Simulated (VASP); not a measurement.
Write the native input for VASP 6.6.1 that does the following.

```yaml
Task: single point
Functional: PBE
Potentials_or_basis: VASP PAW PBE potentials, release 64 (S, K_sv)
Cutoff: 500 eV
k_mesh: 4 × 4 × 4
Occupations: gaussian, width 0.01 eV
Spin: no spin polarisation
Dipole_correction: no
Further_INCAR_settings: ALGO = Normal; EDIFF = 1e-06; NBANDS = 19
```

The structure of K2S lies in POSCAR:

```
K2S
1.0
    0.0000000000      3.7027568507      3.7027568507
    3.7027568507      0.0000000000      3.7027568507
    3.7027568507      3.7027568507      0.0000000000
S K
1 2
Direct
    0.0000000000      0.0000000000      0.0000000000
    0.2500000000      0.2500000000      0.2500000000
    0.7500000000      0.7500000000      0.7500000000
```

These files were run (other wordings do the same):

INCAR

```
PREC = Accurate
ENCUT = 500
EDIFF = 1E-6
ISMEAR = 0
SIGMA = 0.01
LREAL = F
LASPH = T
NELM = 120
ALGO = Normal
ISIF = 2
LWAVE = F
LCHARG = T
GGA = PE
LELF = T
LVHAR = T
NBANDS = 19
GGA_COMPAT = F
```

KPOINTS

```
regular mesh
0
Gamma
  4 4 4
```

Potentials or basis: VASP PAW PBE potentials, release 64 (S, K_sv).

The run is started by

```console
$ cat potpaw_PBE.64/S/POTCAR potpaw_PBE.64/K_sv/POTCAR > POTCAR
$ mpirun -np 1 vasp_std > vasp.out
```

It gave:

* Pressure: 0.5 GPa
* Band gap on the k mesh: 2.38 eV (least direct gap 2.57 eV)

Caveat: the structure was generated, so it needn't be the stable form of K2S.

Wall time 30 s on 1 thread of Intel Xeon 8259CL, on a shared host, peak memory 0.2 GiB.
